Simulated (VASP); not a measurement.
# NiO in VASP: notebook

The runs below take NiO through single point, electric field gradients, with PBE.

All numbers are computed with VASP 6.6.1; they aren't measurements. Logs are shortened: lines on timing, memory, paths and dates and some standing lists are left out, and cuts for length are marked.

**1. The cell of the first run**

It takes space group Fm-3m (No. 225, cubic). Conventional cell: a = 4.183 Å, b = 4.183 Å, c = 4.183 Å, α = 90.00°, β = 90.00°, γ = 90.00°. Within 2.8 Å of Ni (site symmetry m-3m) lie 6 O at 2.09 Å. Within 2.8 Å of O (site symmetry m-3m) lie 6 Ni at 2.09 Å.

**2. Single point, PBE, collinear spin, ferromagnetic start**

Contents of POSCAR:

```
NiO
1.0
    0.0000000000      2.0913100000      2.0913100000
    2.0913100000      0.0000000000      2.0913100000
    2.0913100000      2.0913100000      0.0000000000
Ni O
1 1
Direct
    0.0000000000      0.0000000000      0.0000000000
    0.5000000000      0.5000000000      0.5000000000
```

Contents of INCAR.step1:

```
SYSTEM = NiO
  PREC = Accurate
  ENCUT = 520
  EDIFF = 1E-6
  ISMEAR = -1
  SIGMA = 0.03
  LREAL = .False.
  LASPH = .True.
  NELM = 150
  ALGO = Normal
  ISIF = 2
  LWAVE = .False.
  LCHARG = .True.
  ISPIN = 2
  MAGMOM = 1.5 0
  LMAXMIX = 4
  GGA = PE
  NBANDS = 19
```

Contents of KPOINTS.step1:

```
Automatic mesh
0
Gamma
  17 17 17
  0 0 0
```

Contents of INCAR.step2:

```
SYSTEM = NiO
  PREC = Accurate
  ENCUT = 520
  EDIFF = 1E-6
  ISMEAR = -5
  SIGMA = 0.03
  LREAL = .False.
  LASPH = .True.
  NELM = 150
  ALGO = Normal
  ISIF = 2
  LWAVE = .False.
  LCHARG = .False.
  ISPIN = 2
  MAGMOM = 1.5 0
  LORBIT = 11
  LMAXMIX = 4
  GGA = PE
  NEDOS = 2001
  ICHARG = 11
```

Contents of KPOINTS.step2:

```
Automatic mesh
0
Gamma
  26 26 26
  0 0 0
```

Potentials or basis: VASP PAW PBE potentials, release 64 (Ni, O).

Command:

```sh
cat potpaw_PBE.64/Ni/POTCAR potpaw_PBE.64/O/POTCAR > POTCAR
cp INCAR.step1 INCAR
cp KPOINTS.step1 KPOINTS
mpirun -np 1 vasp_std > vasp.out
cp INCAR.step2 INCAR
cp KPOINTS.step2 KPOINTS
mpirun -np 1 vasp_std > vasp.out
```

OUTCAR:

```text
SYSTEM = NiO
   PREC = Accurate
   ENCUT = 520
   EDIFF = 1E-6
   ISMEAR = -5
   LREAL = .False.
   LASPH = .True.
   NELM = 150
   ISIF = 2
   ISPIN = 2
   LORBIT = 11
   GGA = PE
   ICHARG = 11

 ion  position               nearest neighbor table
   1  0.000  0.000  0.000-   2 2.09   2 2.09   2 2.09   2 2.09   2 2.09   2 2.09
   2  0.500  0.500  0.500-   1 2.09   1 2.09   1 2.09   1 2.09   1 2.09   1 2.09

  LATTYP: Found a face centered cubic cell.
 ALAT       =     4.1826200000

  Lattice vectors:

 A1 = (   0.0000000000,   2.0913100000,   2.0913100000)
 A2 = (   2.0913100000,   0.0000000000,   2.0913100000)
 A3 = (   2.0913100000,   2.0913100000,   0.0000000000)

Analysis of symmetry for initial positions (statically):
=====================================================================
 Subroutine PRICEL returns:
 Original cell was already a primitive cell.

 Routine SETGRP: Setting up the symmetry group for a
 face centered cubic supercell.

 Subroutine GETGRP returns: Found 48 space group operations
 (whereof 48 operations were pure point group operations)
 out of a pool of 48 trial point group operations.

The static configuration has the point symmetry O_h .

Analysis of symmetry for dynamics (positions and initial velocities):
=====================================================================
 Subroutine PRICEL returns:
 Original cell was already a primitive cell.

 Routine SETGRP: Setting up the symmetry group for a
 face centered cubic supercell.

 Subroutine GETGRP returns: Found 48 space group operations
 (whereof 48 operations were pure point group operations)
 out of a pool of 48 trial point group operations.

The dynamic configuration has the point symmetry O_h .

Analysis of structural, dynamic, and magnetic symmetry:
=====================================================================
 Subroutine PRICEL returns:
 Original cell was already a primitive cell.

 Routine SETGRP: Setting up the symmetry group for a
 face centered cubic supercell.

 Subroutine GETGRP returns: Found 48 space group operations
 (whereof 48 operations were pure point group operations)
 out of a pool of 48 trial point group operations.

The overall configuration has the point symmetry O_h .

 Subroutine INISYM returns: Found 48 space group operations
 (whereof 48 operations are pure point group operations),
 and found     1 'primitive' translations

----------------------------------------------------------------------------------------

                                     Primitive cell

  volume of cell :      18.2930

  direct lattice vectors                    reciprocal lattice vectors
     0.000000000  2.091310000  2.091310000    -0.239084593  0.239084593  0.239084593
     2.091310000  0.000000000  2.091310000     0.239084593 -0.239084593  0.239084593
     2.091310000  2.091310000  0.000000000     0.239084593  0.239084593 -0.239084593

  length of vectors
     2.957558965  2.957558965  2.957558965     0.414106662  0.414106662  0.414106662

  position of ions in fractional coordinates (direct lattice)
     0.000000000  0.000000000  0.000000000
     0.500000000  0.500000000  0.500000000

  ion indices of the primitive-cell ions
   primitive index   ion index
                 1           1
                 2           2

----------------------------------------------------------------------------------------

 KPOINTS: Automatic mesh

Automatic generation of k-mesh.
 Grid dimensions read from file:
 generate k-points for:   26   26   26

 Generating k-lattice:

  Cartesian coordinates                     Fractional coordinates (reciprocal lattice)
    -0.009195561  0.009195561  0.009195561     0.038461538  0.000000000  0.000000000
     0.009195561 -0.009195561  0.009195561     0.000000000  0.038461538  0.000000000
     0.009195561  0.009195561 -0.009195561     0.000000000  0.000000000  0.038461538

  Length of vectors
     0.015927179  0.015927179  0.015927179

  Shift w.r.t. Gamma in fractional coordinates (k-lattice)
     0.000000000  0.000000000  0.000000000
[... 39 lines left out ...]
   dimension x,y,z NGXF=    48 NGYF=   48 NGZF=   48
   ions per type =               1   1
   NGX,Y,Z   is equivalent  to a cutoff of  13.49, 13.49, 13.49 a.u.
   NGXF,Y,Z  is equivalent  to a cutoff of  26.98, 26.98, 26.98 a.u.
 SYSTEM =  NiO
   PREC   = accura    normal or accurate (medium, high low for compatibility)
   ISTART =      0    job   : 0-new  1-cont  2-samecut
   ICHARG =     11    charge: 1-file 2-atom 10-const
   ISPIN  =      2    spin polarized calculation?
   LNONCOLLINEAR =      F non collinear calculations
   LSORBIT =      F    spin-orbit coupling
   LASPH  =      T    aspherical Exc in radial PAW
   ENCUT  =  520.0 eV  38.22 Ry    6.18 a.u.   5.50  5.50  5.50*2*pi/ulx,y,z
   NELM   =    150;   NELMIN=  2; NELMDL=  0     # of ELM steps
   EDIFF  = 0.1E-05   stopping-criterion for ELM
   LREAL  =      F    real-space projection
   EDIFFG = 0.1E-04   stopping-criterion for IOM
   NSW    =      0    number of steps for IOM
   IBRION =     -1    ionic relax: 0-MD 1-quasi-New 2-CG
   NFREE  =      0    steps in history (QN), initial steepest desc. (CG)
   ISIF   =      2    stress and relaxation
   ISYM   =      2    0-nonsym 1-usesym 2-fastsym
   POTIM  = 0.5000    time-step for ionic-motion
   TEBEG  =    0.0;   TEEND  =   0.0 temperature during run
   PSTRESS=    0.0 pullay stress
   NELECT =      16.0000    total number of electrons
   NUPDOWN=      -1.0000    fix difference up-down
   EMIN   =  10.00;   EMAX   =-10.00  energy-range for DOS
   EFERMI =   0.00;   METHOD = LEGACY
   ISMEAR =    -5;   SIGMA  =   0.03  broadening in eV -4-tet -1-fermi 0-gaus
   EFERMI_NEDOS =   21; number of points for ismear=-14 and -15
   IALGO  =     38    algorithm
   IMIX   =      4    mixing-type and parameters
     AMIX     =   0.40;   BMIX     =  1.00
     AMIX_MAG =   1.60;   BMIX_MAG =  1.00
  volume/ion in A,a.u.               =       9.15        61.72
  Fermi-wavevector in a.u.,A,eV,Ry     =   1.565620  2.958593 33.350146  2.451167
  Thomas-Fermi vector in A             =   2.668069
   LORBIT       =     11    0 simple, 1 ext, 2 COOP (PROOUT), +10 PAW based schemes
   GGA     = PE    functional components
   LHFCALC =     F    Hartree Fock is set to
   AEXX    =    0.0000 exact exchange contribution
   IVDW    =     0    specifies the selected vdW correction
   LEPSILON=     F    determine dielectric tensor
   LRPA    =     F    only Hartree local field effects (RPA)
 spin polarized calculation
 Fermi weights with tetrahedron method with Bloechl corrections
  energy-cutoff  :      520.00
  volume of cell :       18.29
 maximum number of plane-waves:       531
 NGX is ok and might be reduce to    24

 number of electron      16.0000005 magnetization       1.7108855

 Free energy of the ion-electron system (eV)
  ---------------------------------------------------
  ext. energy  EPLUGINS =         0.00000000
  ---------------------------------------------------
  free energy    TOTEN  =       -11.47382767 eV

  energy without entropy =      -11.47382767  energy(sigma->0) =      -11.47382767

 E-fermi :   7.8495     XC(G=0): -12.6544

 val. band max:        7.8896973241   @ k =   0.3846   0.0000   0.0000
 cond. band min:       7.8498273548   @ k =   0.1154   0.0769   0.0000
 fundamental gap:     -0.0398699693
 Fermi energy:         7.8495492632

 spin component 1

 k-point     1 :       0.0000    0.0000    0.0000
  band No.  band energies     occupation
      1     -12.4975      1.00000
      2       4.7404      1.00000
      3       4.7405      1.00000
      4       4.8518      1.00000
      5       4.8518      1.00000
      6       4.8518      1.00000
      7       5.2102      1.00000
      8       5.2103      1.00000
      9       5.2103      1.00000
     10       9.3448      0.00000
     11      25.6735      0.00000
     12      26.7275      0.00000
     13      26.7275      0.00000
[... 356 lines left out ...]
      2       0.2655      1.00000
      3       2.1407      1.00000
      4       2.2319      1.00000
      5       5.7416      1.00000
      6       5.7959      1.00000
      7       6.2461      1.00000
      8       7.7091      1.03104
      9       7.8866      0.16516
     10      13.2609      0.00000
     11      18.2174      0.00000
     12      22.2935      0.00000
     13      22.4928      0.00000

 [... further k-points ...]

 spin component 2

 k-point     1 :       0.0000    0.0000    0.0000
  band No.  band energies     occupation
      1     -12.0754      1.00000
      2       5.3399      1.00000
      3       5.3399      1.00000
      4       5.3399      1.00000
      5       6.0048      1.00000
      6       6.0050      1.00000
      7       6.0051      1.00000
      8       7.2246      1.00000
      9       7.2248      1.00000
     10       9.6839      0.00000
     11      25.6143      0.00000
     12      26.9385      0.00000
     13      26.9389      0.00000
[... 356 lines left out ...]
      2       0.6450      1.00000
      3       3.2182      1.00000
      4       3.2880      1.00000
      5       6.7002      1.00000
      6       6.8121      1.00000
      7       7.0572      1.00000
      8       9.5520      0.00000
      9       9.7583      0.00000
     10      13.5372      0.00000
     11      18.6161      0.00000
     12      22.5978      0.00000
     13      22.7921      0.00000

 [... further k-points ...]

------------------------ aborting loop because EDIFF is reached ----------------------------------------

  FORCE on cell =-STRESS in cart. coord.  units (eV):
  Direction    XX          YY          ZZ          XY          YZ          ZX
  --------------------------------------------------------------------------------------
  -------------------------------------------------------------------------------------
  Total        0.4006783      0.4006783      0.4006783     -0.0000000      0.0000000      0.0000000
  in kB       35.0930572     35.0930572     35.0930572     -0.0000000      0.0000000      0.0000000
  external PRESSURE =      35.0930572 kB  Pullay stress =       0.0000000 kB

 VOLUME and BASIS-vectors are now :
 -----------------------------------------------------------------------------
  energy-cutoff  :      520.00
  volume of cell :       18.29
      direct lattice vectors                 reciprocal lattice vectors
     0.000000000  2.091310000  2.091310000    -0.239084593  0.239084593  0.239084593
     2.091310000  0.000000000  2.091310000     0.239084593 -0.239084593  0.239084593
     2.091310000  2.091310000  0.000000000     0.239084593  0.239084593 -0.239084593

 POSITION                                       TOTAL-FORCE (eV/Angst)
 -----------------------------------------------------------------------------------
      0.00000      0.00000      0.00000         0.000000      0.000000     -0.000000
      2.09131      2.09131      2.09131         0.000000      0.000000      0.000000
 -----------------------------------------------------------------------------------
    total drift:                                0.000000     -0.000000     -0.000000

  FREE ENERGIE OF THE ION-ELECTRON SYSTEM (eV)
  ---------------------------------------------------
  free  energy   TOTEN  =       -11.4738276681 eV

  energy  without entropy=      -11.4738276681  energy(sigma->0) =      -11.47382767

 total charge

# of ion       s       p       d       tot
------------------------------------------
    1        0.330   0.401   8.247   8.978
    2        1.557   3.421   0.000   4.978
--------------------------------------------------
tot          1.887   3.822   8.247  13.956

 magnetization (x)

# of ion       s       p       d       tot
------------------------------------------
    1        0.012   0.015   1.393   1.420
    2        0.028   0.232   0.000   0.260
--------------------------------------------------
tot          0.039   0.248   1.393   1.680
```

It took 4.8 min on 1 thread of Intel Xeon 8259CL, shared host; peak memory 0.32 GiB.

Results:

* Net moment: 1.71 μB per cell
* Site moments: Ni +1.42; O +0.26 μB
* Valence electrons inside the program's atomic spheres: Ni 8.98; O 4.98

Caveat: a cell with one magnetic atom can't hold antiferromagnetic order, which such compounds often take; semilocal functionals often make such compounds metallic where correlation or magnetic order opens a gap, which also shifts bond lengths.

[end of part 1 of 3]
